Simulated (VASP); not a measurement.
Set up this calculation in VASP 6.6.1, as the native input.

```
Task                   : single point
Functional             : LDA
Potentials or basis    : VASP PAW LDA potentials, release 64 (Si, O)
Cutoff                 : 520 eV
k mesh                 : 6 × 6 × 4
Occupations            : gaussian, width 0.05 eV
Spin                   : no spin polarisation
Dipole correction      : no
Further INCAR settings : ALGO = Normal; EDIFF = 1e-06; NBANDS = 34
```

The structure of SiO2 lies in POSCAR:

```
SiO2
1.0
    4.9631179144      0.0000000000      0.0000000000
   -2.4815589572      4.2981861959      0.0000000000
    0.0000000000      0.0000000000      5.6906006435
Si O
3 6
Direct
    0.0000000000      0.5000000000      0.3333333333
    0.5000000000      0.5000000000      0.6666666667
    0.5000000000      0.0000000000      0.0000000000
    0.5843949021      0.7921974511      0.8333333333
    0.7921974511      0.5843949021      0.5000000000
    0.7921974511      0.2078025489      0.1666666667
    0.4156050979      0.2078025489      0.8333333333
    0.2078025489      0.4156050979      0.5000000000
    0.2078025489      0.7921974511      0.1666666667
```

This cell differs from its parent crystal: strain -0.015 along x and y, +0.030 along z.

These files were run (other wordings do the same):

INCAR

```
PREC = Accurate
ENCUT = 520
EDIFF = 1E-6
ISMEAR = 0
SIGMA = 0.05
LREAL = False
LASPH = True
NELM = 100
ALGO = Normal
ISIF = 2
LWAVE = False
LCHARG = False
GGA = CA
NBANDS = 34
```

KPOINTS

```
Automatic mesh
0
Gamma
  6 6 4
```

Potentials or basis: VASP PAW LDA potentials, release 64 (Si, O).

Run with:

```bash
$ cat potpaw_LDA.64/Si/POTCAR potpaw_LDA.64/O/POTCAR > POTCAR
$ mpirun -np 1 vasp_std > vasp.out
```

Results of the run:

| Item | Value |
| --- | --- |
| Pressure | 0.5 GPa |
| Largest force | 0.063 eV/Å |
| Band gap on the k mesh | 5.42 eV (least direct gap 5.54 eV) |

Caveat: the cell differs from its parent crystal (strain -0.015 along x and y, +0.030 along z).

Wall time 47 s on 1 thread of Intel(R) Xeon(R) 6975P-C (Granite Rapids), with other jobs on the host, peak memory 0.22 GiB.
